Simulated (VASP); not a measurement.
# MgS (P6/mmm) in VASP: density of states with PBE

Aim: the density of states of MgS with PBE.

Program: VASP 6.6.1. These are calculated values, not measurements. Logs are shortened: lines on timing, memory, paths and dates and some standing lists are left out, and cuts for length are marked.

### 1 The cell of the first run

Symmetry: P6/mmm, No. 191, hexagonal system. The conventional cell has a = 6.586 Å, b = 6.586 Å, c = 4.457 Å, α = 90.00°, β = 90.00°, γ = 120.00°. Within 2.9 Å of Mg (site symmetry 6/mmm) lie 2 S at 2.23 Å. Within 2.9 Å of S (site symmetry 6/mmm) lie 2 Mg at 2.23 Å.

### 2 Density of states, PBE

Contents of POSCAR:

```
MgS
1.0
    6.5860555203      0.0000000000      0.0000000000
   -3.2930277602      5.7036913913      0.0000000000
    0.0000000000      0.0000000000      4.4568978930
Mg S
1 1
Direct
    0.0000000000      0.0000000000      0.0000000000
    0.0000000000      0.0000000000      0.5000000000
```

Contents of INCAR.step1:

```
SYSTEM = MgS
PREC = Accurate
ENCUT = 520
EDIFF = 1E-6
ISMEAR = 0
SIGMA = 0.02
LREAL = .FALSE.
LASPH = .TRUE.
NELM = 60
ALGO = Normal
ISIF = 2
LWAVE = .FALSE.
LCHARG = .TRUE.
GGA = PE
NBANDS = 11
```

Contents of KPOINTS.step1:

```
Automatic mesh
0
G
  6 6 6
  0 0 0
```

Contents of INCAR.step2:

```
SYSTEM = MgS
PREC = Accurate
ENCUT = 520
EDIFF = 1E-6
ISMEAR = -5
SIGMA = 0.02
LREAL = .FALSE.
LASPH = .TRUE.
NELM = 60
ALGO = Normal
ISIF = 2
LWAVE = .FALSE.
LCHARG = .FALSE.
GGA = PE
LORBIT = 11
NBANDS = 11
NEDOS = 2001
ICHARG = 11
```

Contents of KPOINTS.step2:

```
Automatic mesh
0
G
  9 9 9
  0 0 0
```

Potentials or basis: VASP PAW PBE potentials, release 64 (Mg, S).

Launch:

```sh
$ cat potpaw_PBE.64/Mg/POTCAR potpaw_PBE.64/S/POTCAR > POTCAR
$ cp INCAR.step1 INCAR
$ cp KPOINTS.step1 KPOINTS
$ mpirun -np 1 vasp_std > vasp.out
$ cp INCAR.step2 INCAR
$ cp KPOINTS.step2 KPOINTS
$ mpirun -np 1 vasp_std > vasp.out
```

OUTCAR:

```text
SYSTEM = MgS
   PREC = Accurate
   ENCUT = 520
   EDIFF = 1E-6
   ISMEAR = -5
   LREAL = .FALSE.
   LASPH = .TRUE.
   NELM = 60
   ISIF = 2
   GGA = PE
   LORBIT = 11
   ICHARG = 11

 ion  position               nearest neighbor table
   1  0.000  0.000  0.000-   2 2.23   2 2.23
   2  0.000  0.000  0.500-   1 2.23   1 2.23

  LATTYP: Found a hexagonal cell.
 ALAT       =     6.5860555203
 C/A-ratio  =     0.6767173279

  Lattice vectors:

 A1 = (   6.5860555203,   0.0000000000,   0.0000000000)
 A2 = (  -3.2930277602,   5.7036913913,   0.0000000000)
 A3 = (   0.0000000000,   0.0000000000,   4.4568978930)

Analysis of symmetry for initial positions (statically):
=====================================================================
 Subroutine PRICEL returns:
 Original cell was already a primitive cell.

 Routine SETGRP: Setting up the symmetry group for a
 hexagonal supercell.

 Subroutine GETGRP returns: Found 24 space group operations
 (whereof 24 operations were pure point group operations)
 out of a pool of 24 trial point group operations.

The static configuration has the point symmetry D_6h.

Analysis of symmetry for dynamics (positions and initial velocities):
=====================================================================
 Subroutine PRICEL returns:
 Original cell was already a primitive cell.

 Routine SETGRP: Setting up the symmetry group for a
 hexagonal supercell.

 Subroutine GETGRP returns: Found 24 space group operations
 (whereof 24 operations were pure point group operations)
 out of a pool of 24 trial point group operations.

The dynamic configuration has the point symmetry D_6h.

 Subroutine INISYM returns: Found 24 space group operations
 (whereof 24 operations are pure point group operations),
 and found     1 'primitive' translations

----------------------------------------------------------------------------------------

                                     Primitive cell

  volume of cell :     167.4226

  direct lattice vectors                    reciprocal lattice vectors
     6.586055520  0.000000000  0.000000000     0.151835951  0.087662527  0.000000000
    -3.293027760  5.703691391  0.000000000     0.000000000  0.175325054  0.000000000
     0.000000000  0.000000000  4.456897893     0.000000000  0.000000000  0.224371306

  length of vectors
     6.586055520  6.586055520  4.456897893     0.175325054  0.175325054  0.224371306

  position of ions in fractional coordinates (direct lattice)
     0.000000000  0.000000000  0.000000000
     0.000000000  0.000000000  0.500000000

  ion indices of the primitive-cell ions
   primitive index   ion index
                 1           1
                 2           2

----------------------------------------------------------------------------------------

 KPOINTS: Automatic mesh

Automatic generation of k-mesh.
 Grid dimensions read from file:
 generate k-points for:    9    9    9

 Generating k-lattice:

  Cartesian coordinates                     Fractional coordinates (reciprocal lattice)
     0.016870661  0.009740281  0.000000000     0.111111111  0.000000000  0.000000000
     0.000000000  0.019480562  0.000000000     0.000000000  0.111111111  0.000000000
     0.000000000  0.000000000  0.024930145     0.000000000  0.000000000  0.111111111

  Length of vectors
     0.019480562  0.019480562  0.024930145

  Shift w.r.t. Gamma in fractional coordinates (k-lattice)
     0.000000000  0.000000000  0.000000000

 TETIRR: Found    699 inequivalent tetrahedra from     4374

 Subroutine IBZKPT returns following result:
 ===========================================

 Found     60 irreducible k-points:

 Following reciprocal coordinates:
            Coordinates               Weight
  0.000000  0.000000  0.000000      1.000000
  0.111111  0.000000  0.000000      6.000000
  0.222222 -0.000000  0.000000      6.000000
  0.333333  0.000000  0.000000      6.000000
  0.444444 -0.000000  0.000000      6.000000
  0.111111  0.111111  0.000000      6.000000
[... 16 lines left out ...]
  0.333333  0.222222  0.111111     24.000000
  0.333333  0.333333  0.111111      4.000000
 [... further k-points ...]
   k-points           NKPTS =     60   k-points in BZ     NKDIM =     60   number of bands    NBANDS=     11
   number of dos      NEDOS =   2001   number of ions     NIONS =      2
   total plane-waves  NPLWV =  90000
   dimension x,y,z NGX =    50 NGY =   50 NGZ =   36
   dimension x,y,z NGXF=   100 NGYF=  100 NGZF=   72
   ions per type =               1   1
   NGX,Y,Z   is equivalent  to a cutoff of  12.62, 12.62, 13.43 a.u.
   NGXF,Y,Z  is equivalent  to a cutoff of  25.24, 25.24, 26.86 a.u.
 SYSTEM =  MgS
   PREC   = accura    normal or accurate (medium, high low for compatibility)
   ISTART =      0    job   : 0-new  1-cont  2-samecut
   ICHARG =     11    charge: 1-file 2-atom 10-const
   ISPIN  =      1    spin polarized calculation?
   LNONCOLLINEAR =      F non collinear calculations
   LSORBIT =      F    spin-orbit coupling
   LASPH  =      T    aspherical Exc in radial PAW
   ENCUT  =  520.0 eV  38.22 Ry    6.18 a.u.  12.25 12.25  8.29*2*pi/ulx,y,z
   NELM   =     60;   NELMIN=  2; NELMDL=  0     # of ELM steps
   EDIFF  = 0.1E-05   stopping-criterion for ELM
   LREAL  =      F    real-space projection
   EDIFFG = 0.1E-04   stopping-criterion for IOM
   NSW    =      0    number of steps for IOM
   IBRION =     -1    ionic relax: 0-MD 1-quasi-New 2-CG
   NFREE  =      0    steps in history (QN), initial steepest desc. (CG)
   ISIF   =      2    stress and relaxation
   ISYM   =      2    0-nonsym 1-usesym 2-fastsym
   POTIM  = 0.5000    time-step for ionic-motion
   TEBEG  =    0.0;   TEEND  =   0.0 temperature during run
   PSTRESS=    0.0 pullay stress
   NELECT =       8.0000    total number of electrons
   NUPDOWN=      -1.0000    fix difference up-down
   EMIN   =  10.00;   EMAX   =-10.00  energy-range for DOS
   EFERMI =   0.00;   METHOD = LEGACY
   ISMEAR =    -5;   SIGMA  =   0.02  broadening in eV -4-tet -1-fermi 0-gaus
   EFERMI_NEDOS =   21; number of points for ismear=-14 and -15
   IALGO  =     38    algorithm
   IMIX   =      4    mixing-type and parameters
     AMIX     =   0.40;   BMIX     =  1.00
     AMIX_MAG =   1.60;   BMIX_MAG =  1.00
  volume/ion in A,a.u.               =      83.71       564.91
  Fermi-wavevector in a.u.,A,eV,Ry     =   0.594064  1.122619  4.801665  0.352912
  Thomas-Fermi vector in A             =   1.643503
   LORBIT       =     11    0 simple, 1 ext, 2 COOP (PROOUT), +10 PAW based schemes
   GGA     = PE    functional components
   LHFCALC =     F    Hartree Fock is set to
   AEXX    =    0.0000 exact exchange contribution
   IVDW    =     0    specifies the selected vdW correction
   LEPSILON=     F    determine dielectric tensor
   LRPA    =     F    only Hartree local field effects (RPA)
 non-spin polarized calculation
 Fermi weights with tetrahedron method with Bloechl corrections
  energy-cutoff  :      520.00
  volume of cell :      167.42
 maximum number of plane-waves:      4531
 NGX is ok and might be reduce to    50

 number of electron       8.0000000 magnetization

 Free energy of the ion-electron system (eV)
  ---------------------------------------------------
  ext. energy  EPLUGINS =         0.00000000
  ---------------------------------------------------
  free energy    TOTEN  =        -6.39650085 eV

  energy without entropy =       -6.39650085  energy(sigma->0) =       -6.39650085

 E-fermi :  -3.6891     XC(G=0):  -3.8608

 val. band max:       -3.6960111418   @ k =   0.0000   0.0000   0.4444
 cond. band min:      -1.2305226939   @ k =   0.0000   0.0000   0.0000
 fundamental gap:      2.4654884479
 Fermi energy:        -3.6890967782

 k-point     1 :       0.0000    0.0000    0.0000
  band No.  band energies     occupation
      1     -14.0800      2.00000
      2      -5.2986      2.00000
      3      -3.9836      2.00000
      4      -3.9836      2.00000
      5      -1.2305      0.00000
      6       1.9834      0.00000
      7       3.2366      0.00000
      8       3.2366      0.00000
      9       3.5243      0.00000
     10       3.5243      0.00000
     11       4.6659      0.00000

 k-point     2 :       0.1111    0.0000    0.0000
  band No.  band energies     occupation
      1     -14.0798      2.00000
      2      -5.2983      2.00000
      3      -3.9981      2.00000
      4      -3.9866      2.00000
      5      -1.1801      0.00000
      6       1.9364      0.00000
      7       2.9537      0.00000
      8       3.1682      0.00000
      9       3.6520      0.00000
     10       3.6742      0.00000
     11       5.0199      0.00000

 k-point     3 :       0.2222   -0.0000    0.0000
  band No.  band energies     occupation
      1     -14.0793      2.00000
      2      -5.2975      2.00000
      3      -4.0336      2.00000
      4      -3.9943      2.00000
      5      -1.0466      0.00000
      6       1.8009      0.00000
      7       2.5624      0.00000
      8       3.0831      0.00000
      9       3.8725      0.00000
     10       3.9978      0.00000
     11       5.3391      0.00000
[... 267 lines left out ...]
 k-point    23 :       0.3333    0.2222    0.1111
  band No.  band energies     occupation
      1     -14.0543      2.00000
      2      -5.4985      2.00000
      3      -4.0461      2.00000
      4      -4.0044      2.00000
      5      -0.4020      0.00000
      6       1.4760      0.00000
      7       1.7906      0.00000
      8       3.3734      0.00000
      9       3.8440      0.00000
     10       4.4692      0.00000
     11       5.1647      0.00000

 k-point    24 :       0.3333    0.3333    0.1111
  band No.  band energies     occupation
      1     -14.0542      2.00000
      2      -5.4981      2.00000
      3      -4.0292      2.00000
      4      -4.0292      2.00000
      5      -0.3587      0.00000
      6       1.5714      0.00000
      7       1.5715      0.00000
      8       3.7840      0.00000
      9       3.7840      0.00000
     10       4.0507      0.00000
     11       5.4521      0.00000

 [... further k-points ...]

------------------------ aborting loop because EDIFF is reached ----------------------------------------

  FORCE on cell =-STRESS in cart. coord.  units (eV):
  Direction    XX          YY          ZZ          XY          YZ          ZX
  --------------------------------------------------------------------------------------
  -------------------------------------------------------------------------------------
  Total        0.0147159      0.0147159     -0.0514814     -0.0000000     -0.0000000      0.0000000
  in kB        0.1408263      0.1408263     -0.4926594     -0.0000000     -0.0000000      0.0000000
  external PRESSURE =      -0.0703356 kB  Pullay stress =       0.0000000 kB

 VOLUME and BASIS-vectors are now :
 -----------------------------------------------------------------------------
  energy-cutoff  :      520.00
  volume of cell :      167.42
      direct lattice vectors                 reciprocal lattice vectors
     6.586055520  0.000000000  0.000000000     0.151835951  0.087662527  0.000000000
    -3.293027760  5.703691391  0.000000000     0.000000000  0.175325054  0.000000000
     0.000000000  0.000000000  4.456897893     0.000000000  0.000000000  0.224371306

 POSITION                                       TOTAL-FORCE (eV/Angst)
 -----------------------------------------------------------------------------------
      0.00000      0.00000      0.00000         0.000000      0.000000      0.000000
      0.00000      0.00000      2.22845         0.000000      0.000000      0.000000
 -----------------------------------------------------------------------------------
    total drift:                                0.000000      0.000000     -0.000000

  FREE ENERGIE OF THE ION-ELECTRON SYSTEM (eV)
  ---------------------------------------------------
  free  energy   TOTEN  =        -6.3965008504 eV

  energy  without entropy=       -6.3965008504  energy(sigma->0) =       -6.39650085

 total charge

# of ion       s       p       d       tot
------------------------------------------
    1        0.176   0.141   0.034   0.352
    2        1.304   2.485   0.000   3.788
--------------------------------------------------
tot          1.480   2.626   0.034   4.140
```

It took 57 s on 1 thread of Intel Xeon 6975P-C (Granite Rapids), shared host; peak memory 0.33 GiB.

Results:

| Property | Result |
| --- | --- |
| Valence electrons inside the program's atomic spheres | Mg 0.35; S 3.79 |
